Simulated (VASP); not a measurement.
# SiC (I-4m2) in VASP: single point with HSE06

Aim: the single point of SiC with HSE06.

Everything below comes from runs of VASP 6.6.1. Logs are shortened: lines on timing, memory, paths and dates and some standing lists are left out, and cuts for length are marked.

### Step 1. The cell of the first run

The structure is tetragonal, space group I-4m2 (No. 119). The conventional cell has a = 3.128 Å, b = 3.128 Å, c = 4.356 Å, α = 90.00°, β = 90.00°, γ = 90.00°. Within 2.5 Å of Si (site symmetry -4m2) lie 4 C at 1.91 Å. Within 2.5 Å of C (site symmetry -4m2) lie 4 Si at 1.91 Å.

### Step 2. Single point, HSE06 (biaxial xy strain +1.5%)

The input, POSCAR:

```
SiC
1.0
    0.0000000000      2.2115943538      2.1780523476
    2.2115943538      0.0000000000      2.1780523476
    2.2115943538      2.2115943538      0.0000000000
Si C
1 1
Direct
    0.0000000000      0.0000000000      0.0000000000
    0.2500000000      0.2500000000      0.2500000000
```

The input, INCAR.step1:

```
SYSTEM = SiC
  PREC = Accurate
  ENCUT = 520
  EDIFF = 1E-5
  ISMEAR = 0
  SIGMA = 0.01
  LREAL = .FALSE.
  LASPH = .TRUE.
  NELM = 80
  ALGO = Normal
  ISIF = 2
  LWAVE = .TRUE.
  GGA = PE
  NBANDS = 11
```

The input, INCAR.step2:

```
SYSTEM = SiC
  PREC = Accurate
  ENCUT = 520
  EDIFF = 1E-7
  ISMEAR = 0
  SIGMA = 0.01
  LREAL = .FALSE.
  LASPH = .TRUE.
  NELM = 80
  ALGO = Normal
  ISIF = 2
  LWAVE = .FALSE.
  LCHARG = .TRUE.
  GGA = PE
  LHFCALC = .TRUE.
  HFSCREEN = 0.2079
  PRECFOCK = Normal
  LELF = .TRUE.
  LVHAR = .TRUE.
  ISTART = 1
  NBANDS = 11
```

The input, KPOINTS:

```
regular mesh
0
G
  8 8 8
  0 0 0
```

Potentials or basis: VASP PAW PBE potentials, release 64 (Si, C).

The run is started by

```console
> cat potpaw_PBE.64/Si/POTCAR potpaw_PBE.64/C/POTCAR > POTCAR
> cp INCAR.step1 INCAR
> mpirun -np 1 vasp_std > vasp.out
> cp INCAR.step2 INCAR
> mpirun -np 1 vasp_std > vasp.out
```

OUTCAR:

```text
SYSTEM = SiC
   PREC = Accurate
   ENCUT = 520
   EDIFF = 1E-7
   ISMEAR = 0
   LREAL = .FALSE.
   LASPH = .TRUE.
   NELM = 80
   ISIF = 2
   GGA = PE
   LHFCALC = .TRUE.
   HFSCREEN = 0.2079
   PRECFOCK = Normal
   ISTART = 1

 ion  position               nearest neighbor table
   1  0.000  0.000  0.000-   2 1.91   2 1.91   2 1.91   2 1.91
   2  0.250  0.250  0.250-   1 1.91   1 1.91   1 1.91   1 1.91

  LATTYP: Found a body centered tetragonal cell.
 ALAT       =     3.1276667296
 C/A-ratio  =     1.3927649816

  Lattice vectors:

 A1 = (   0.0000000000,  -2.2115943538,  -2.1780523476)
 A2 = (   0.0000000000,   2.2115943538,  -2.1780523476)
 A3 = (   2.2115943538,   0.0000000000,   2.1780523476)

Analysis of symmetry for initial positions (statically):
=====================================================================
 Subroutine PRICEL returns:
 Original cell was already a primitive cell.

 Routine SETGRP: Setting up the symmetry group for a
 body centered tetragonal supercell.

 Subroutine GETGRP returns: Found  8 space group operations
 (whereof  8 operations were pure point group operations)
 out of a pool of 16 trial point group operations.

The static configuration has the point symmetry D_2d.

Analysis of symmetry for dynamics (positions and initial velocities):
=====================================================================
 Subroutine PRICEL returns:
 Original cell was already a primitive cell.

 Routine SETGRP: Setting up the symmetry group for a
 body centered tetragonal supercell.

 Subroutine GETGRP returns: Found  8 space group operations
 (whereof  8 operations were pure point group operations)
 out of a pool of 16 trial point group operations.

The dynamic configuration has the point symmetry D_2d.

 Subroutine INISYM returns: Found  8 space group operations
 (whereof  8 operations are pure point group operations),
 and found     1 'primitive' translations

----------------------------------------------------------------------------------------

                                     Primitive cell

  volume of cell :      21.3064

  direct lattice vectors                    reciprocal lattice vectors
     0.000000000  2.211594354  2.178052348    -0.226081243  0.226081243  0.229562894
     2.211594354  0.000000000  2.178052348     0.226081243 -0.226081243  0.229562894
     2.211594354  2.211594354  0.000000000     0.226081243  0.226081243 -0.229562894

  length of vectors
     3.104039564  3.104039564  3.127666730     0.393604597  0.393604597  0.393604597

  position of ions in fractional coordinates (direct lattice)
     0.000000000  0.000000000  0.000000000
     0.250000000  0.250000000  0.250000000

  ion indices of the primitive-cell ions
   primitive index   ion index
                 1           1
                 2           2

----------------------------------------------------------------------------------------

 KPOINTS: regular mesh

Automatic generation of k-mesh.
 Grid dimensions read from file:
 generate k-points for:    8    8    8

 Generating k-lattice:

  Cartesian coordinates                     Fractional coordinates (reciprocal lattice)
    -0.028260155  0.028260155  0.028695362     0.125000000  0.000000000  0.000000000
     0.028260155 -0.028260155  0.028695362     0.000000000  0.125000000  0.000000000
     0.028260155  0.028260155 -0.028695362     0.000000000  0.000000000  0.125000000

  Length of vectors
     0.049200575  0.049200575  0.049200575

  Shift w.r.t. Gamma in fractional coordinates (k-lattice)
     0.000000000  0.000000000  0.000000000

 Subroutine IBZKPT returns following result:
 ===========================================

 Found     59 irreducible k-points:

 Following reciprocal coordinates:
            Coordinates               Weight
  0.000000  0.000000  0.000000      1.000000
  0.125000  0.000000  0.000000      8.000000
  0.250000  0.000000  0.000000      8.000000
  0.375000  0.000000  0.000000      8.000000
  0.500000  0.000000  0.000000      4.000000
  0.125000  0.125000  0.000000      2.000000
[... 16 lines left out ...]
  0.250000  0.000000  0.125000     16.000000
  0.375000  0.000000  0.125000     16.000000
 [... further k-points ...]
   k-points           NKPTS =     59   k-points in BZ     NKDIM =    512   number of bands    NBANDS=     11
   number of dos      NEDOS =    301   number of ions     NIONS =      2
   total plane-waves  NPLWV =  13824
   dimension x,y,z NGX =    24 NGY =   24 NGZ =   24
   dimension x,y,z NGXF=    48 NGYF=   48 NGZF=   48
   ions per type =               1   1
   NGX,Y,Z   is equivalent  to a cutoff of  12.85, 12.85, 12.76 a.u.
   NGXF,Y,Z  is equivalent  to a cutoff of  25.71, 25.71, 25.51 a.u.
 SYSTEM =  SiC
   PREC   = accura    normal or accurate (medium, high low for compatibility)
   ISTART =      1    job   : 0-new  1-cont  2-samecut
   ICHARG =      0    charge: 1-file 2-atom 10-const
   ISPIN  =      1    spin polarized calculation?
   LNONCOLLINEAR =      F non collinear calculations
   LSORBIT =      F    spin-orbit coupling
   LASPH  =      T    aspherical Exc in radial PAW
   ENCUT  =  520.0 eV  38.22 Ry    6.18 a.u.   5.77  5.77  5.82*2*pi/ulx,y,z
   NELM   =     80;   NELMIN=  2; NELMDL=  0     # of ELM steps
   EDIFF  = 0.1E-06   stopping-criterion for ELM
   LREAL  =      F    real-space projection
   EDIFFG = 0.1E-05   stopping-criterion for IOM
   NSW    =      0    number of steps for IOM
   IBRION =     -1    ionic relax: 0-MD 1-quasi-New 2-CG
   NFREE  =      0    steps in history (QN), initial steepest desc. (CG)
   ISIF   =      2    stress and relaxation
   ISYM   =      3    0-nonsym 1-usesym 2-fastsym
   POTIM  = 0.5000    time-step for ionic-motion
   TEBEG  =    0.0;   TEEND  =   0.0 temperature during run
   PSTRESS=    0.0 pullay stress
   NELECT =       8.0000    total number of electrons
   NUPDOWN=      -1.0000    fix difference up-down
   EMIN   =  10.00;   EMAX   =-10.00  energy-range for DOS
   EFERMI =   0.00;   METHOD = LEGACY
   ISMEAR =     0;   SIGMA  =   0.01  broadening in eV -4-tet -1-fermi 0-gaus
   EFERMI_NEDOS =   21; number of points for ismear=-14 and -15
   IALGO  =     38    algorithm
   IMIX   =      1    mixing-type and parameters
     AMIX     =   0.40;   BMIX     =  1.00
     AMIX_MAG =   1.60;   BMIX_MAG =  1.00
  volume/ion in A,a.u.               =      10.65        71.89
  Fermi-wavevector in a.u.,A,eV,Ry     =   1.181050  2.231862 18.978493  1.394880
  Thomas-Fermi vector in A             =   2.317331
   LORBIT       =      0    0 simple, 1 ext, 2 COOP (PROOUT), +10 PAW based schemes
   GGA     = PE    functional components
   LHFCALC =     T    Hartree Fock is set to
   PRECFOCK=normal    Normal, Fast or Accurate (Low or Medium for compatibility)
   ENCUT4O =  -1.0   cutoff for four orbital integrals eV
   NKREDX  =     1    reduce k-point grid by
   NKREDY  =     1    reduce k-point grid by
   NKREDZ  =     1    reduce k-point grid by
   AEXX    =    0.2500 exact exchange contribution
   HFSCREEN=    0.2079 screening length (either q_TF or 0.3 A-1)
   HFSCREENC=   0.2079 screening length for correlation (either q_TF or 0.3 A-1)
   ENCUTFOCK=  -1.0 apply spherical cutoff to Coloumb kernel
   IVDW    =     0    specifies the selected vdW correction
   LEPSILON=     F    determine dielectric tensor
   LRPA    =     F    only Hartree local field effects (RPA)
 non-spin polarized calculation
 Gauss-broadening in eV      SIGMA  =   0.01
  energy-cutoff  :      520.00
  volume of cell :       21.31
 maximum number of plane-waves:       588
  NGX = 18; NGY = 18; NGZ = 18

 number of electron       8.0000001 magnetization

 Free energy of the ion-electron system (eV)
  ---------------------------------------------------
  ext. energy  EPLUGINS =         0.00000000
  ---------------------------------------------------
  free energy    TOTEN  =       -17.40144300 eV

  energy without entropy =      -17.40144300  energy(sigma->0) =      -17.40144300

 E-fermi :   7.3614     XC(G=0):  -9.2597

 val. band max:        7.2466634260   @ k =   0.0000   0.0000   0.0000
 cond. band min:       9.3326889428   @ k =   0.5000   0.5000   0.0000
 fundamental gap:      2.0860255169
 Fermi energy:         7.3614107538

 k-point     1 :       0.0000    0.0000    0.0000
  band No.  band energies     occupation
      1      -9.5703      2.00000
      2       7.1426      2.00000
      3       7.1426      2.00000
      4       7.2467      2.00000
      5      14.3401      0.00000
      6      15.5151      0.00000
      7      15.5595      0.00000
      8      15.5595      0.00000
      9      22.8285      0.00000
     10      23.2926      0.00000
     11      24.6775      0.00000

 k-point     2 :       0.1250    0.0000    0.0000
  band No.  band energies     occupation
      1      -9.2468      2.00000
      2       5.5765      2.00000
      3       6.9145      2.00000
      4       7.0071      2.00000
      5      14.6153      0.00000
      6      15.9049      0.00000
      7      15.9261      0.00000
      8      16.1154      0.00000
      9      21.6153      0.00000
     10      21.9394      0.00000
     11      24.4606      0.00000

 k-point     3 :       0.2500    0.0000    0.0000
  band No.  band energies     occupation
      1      -8.3020      2.00000
      2       2.5296      2.00000
      3       6.4501      2.00000
      4       6.5871      2.00000
      5      14.1037      0.00000
      6      16.1459      0.00000
      7      16.2823      0.00000
      8      17.7783      0.00000
      9      21.5733      0.00000
     10      21.6344      0.00000
     11      23.5092      0.00000

 k-point     4 :       0.3750    0.0000    0.0000
  band No.  band energies     occupation
      1      -6.8759      2.00000
      2      -0.4235      2.00000
      3       6.0700      2.00000
      4       6.2454      2.00000
      5      13.6576      0.00000
      6      15.6711      0.00000
      7      15.9106      0.00000
      8      18.5268      0.00000
      9      23.5586      0.00000
     10      23.7516      0.00000
     11      24.0047      0.00000

 k-point     5 :       0.5000    0.0000    0.0000
  band No.  band energies     occupation
      1      -5.8340      2.00000
      2      -2.0056      2.00000
      3       5.9306      2.00000
      4       6.1207      2.00000
      5      13.5026      0.00000
      6      15.4040      0.00000
      7      15.6631      0.00000
      8      18.5585      0.00000
      9      24.6604      0.00000
     10      25.8554      0.00000
     11      26.0278      0.00000
[... 211 lines left out ...]
 k-point    21 :       0.5000    0.5000    0.0000
  band No.  band energies     occupation
      1      -4.2234      2.00000
      2      -1.1342      2.00000
      3       3.6270      2.00000
      4       3.6270      2.00000
      5       9.3327      0.00000
      6      12.2505      0.00000
      7      22.7043      0.00000
      8      22.7043      0.00000
      9      23.6582      0.00000
     10      28.8488      0.00000
     11      30.8730      0.00000

 k-point    22 :       0.1250    0.0000    0.1250
  band No.  band energies     occupation
      1      -9.1428      2.00000
      2       5.9252      2.00000
      3       6.4183      2.00000
      4       6.5001      2.00000
      5      14.3681      0.00000
      6      15.4447      0.00000
      7      16.5705      0.00000
      8      16.7557      0.00000
      9      19.7538      0.00000
     10      23.6329      0.00000
     11      26.2580      0.00000

 k-point    23 :       0.2500    0.0000    0.1250
  band No.  band energies     occupation
      1      -8.4071      2.00000
      2       3.5830      2.00000
      3       5.8726      2.00000
      4       6.1001      2.00000
      5      13.8997      0.00000
      6      15.8854      0.00000
      7      16.9578      0.00000
      8      17.4799      0.00000
      9      19.9689      0.00000
     10      23.4938      0.00000
     11      25.6100      0.00000

 k-point    24 :       0.3750    0.0000    0.1250
  band No.  band energies     occupation
      1      -7.1240      2.00000
      2       0.6757      2.00000
      3       5.3994      2.00000
      4       5.5849      2.00000
      5      13.6099      0.00000
      6      15.7719      0.00000
      7      17.2285      0.00000
      8      17.8994      0.00000
      9      21.6132      0.00000
     10      24.8265      0.00000
     11      25.3358      0.00000

 [... further k-points ...]

------------------------ aborting loop because EDIFF is reached ----------------------------------------

  FORCE on cell =-STRESS in cart. coord.  units (eV):
  Direction    XX          YY          ZZ          XY          YZ          ZX
  --------------------------------------------------------------------------------------
  -------------------------------------------------------------------------------------
  Total       -1.2531377     -1.2531377     -0.7097090      0.0000000      0.0000000      0.0000000
  in kB      -94.2323741    -94.2323741    -53.3680862      0.0000000      0.0000000      0.0000000
  external PRESSURE =     -80.6109448 kB  Pullay stress =       0.0000000 kB

 VOLUME and BASIS-vectors are now :
 -----------------------------------------------------------------------------
  energy-cutoff  :      520.00
  volume of cell :       21.31
      direct lattice vectors                 reciprocal lattice vectors
     0.000000000  2.211594354  2.178052348    -0.226081243  0.226081243  0.229562894
     2.211594354  0.000000000  2.178052348     0.226081243 -0.226081243  0.229562894
     2.211594354  2.211594354  0.000000000     0.226081243  0.226081243 -0.229562894

 POSITION                                       TOTAL-FORCE (eV/Angst)
 -----------------------------------------------------------------------------------
      0.00000      0.00000      0.00000        -0.000000     -0.000000     -0.000000
      1.10580      1.10580      1.08903         0.000000      0.000000      0.000000
 -----------------------------------------------------------------------------------
    total drift:                                0.000000      0.000000      0.000001

  FREE ENERGIE OF THE ION-ELECTRON SYSTEM (eV)
  ---------------------------------------------------
  free  energy   TOTEN  =       -17.4014429974 eV

  energy  without entropy=      -17.4014429974  energy(sigma->0) =      -17.40144300
```

Wall time 54 min (1 thread of Oxide Virtual Turin-like, shared host); peak memory 0.23 GiB.

Results:

```yaml
Free_energy: -17.4014 eV
Pressure: -8.1 GPa
Band_gap_on_the_k_mesh: 2.09 eV (least direct gap 5.67 eV)
```

Stress tensor (GPa, compression positive):
```
-9.42  0.00  0.00
 0.00 -9.42  0.00
 0.00  0.00 -5.34
```

Caveat: the cell differs from its parent crystal (biaxial xy strain +1.5%); the cell stands under tension; the PAW data sets were made with another functional, which shifts forces and pressure a little. A k mesh can miss the band edges.
